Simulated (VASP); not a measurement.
Set up this calculation in VASP 6.6.1, as the native input.

```yaml
Task: single point
Functional: LDA
Potentials_or_basis: VASP PAW LDA potentials, release 64 (Be, Te)
Cutoff: 520 eV
k_mesh: 8 × 8 × 8
Occupations: gaussian, width 0.01 eV
Spin: no spin polarisation
Dipole_correction: no
Further_INCAR_settings: ALGO = Normal; EDIFF = 1e-06; NBANDS = 11
```

The structure of BeTe lies in POSCAR:

```
BeTe
1.0
    2.7216804648      2.7216804648      0.0000000000
   -2.7216804648      2.7216804648      0.0000000000
    0.0000000000      2.7216804648      2.8105516636
Be Te
1 1
Direct
    0.0000000000      0.0000000000      0.0000000000
    0.7500000000      0.2500000000      0.5000000000
```

This cell differs from its parent crystal: in-plane strain -0.02.

One way to write it, as run:

INCAR

```
SYSTEM = BeTe
ALGO     = Normal         ! electronic algorithm
EDIFF    = 1E-6           ! SCF threshold, eV
ENCUT    = 520            ! plane-wave cutoff, eV
GGA      = CA             ! functional
ISIF     = 2              ! what is computed and relaxed
ISMEAR   = 0              ! smearing method
LASPH    = .TRUE.         ! aspherical terms in the spheres
LCHARG   = .FALSE.        ! write CHGCAR
LREAL    = .FALSE.        ! projectors in reciprocal space
LWAVE    = .FALSE.        ! write WAVECAR
NBANDS   = 11             ! bands
NELM     = 60             ! most SCF steps
PREC     = Accurate       ! precision mode
SIGMA    = 0.01           ! smearing width, eV
```

KPOINTS

```
k-points
0
G
  8 8 8
  0 0 0
```

Potentials or basis: VASP PAW LDA potentials, release 64 (Be, Te).

The run is started by

```bash
$ cat potpaw_LDA.64/Be/POTCAR potpaw_LDA.64/Te/POTCAR > POTCAR
$ mpirun -np 1 vasp_std > vasp.out
```

Results of the run:

```
Pressure               : 2.2 GPa
Band gap on the k mesh : 1.56 eV, indirect (least direct gap 3.44 eV)
```

Caveat: the cell differs from its parent crystal (in-plane strain -0.02); spin-orbit coupling is left out, which moves the levels of the heavy elements.

Run time: 60 s on 1 thread of AMD EPYC 7R13, on a shared host, peak memory 0.14 GiB.
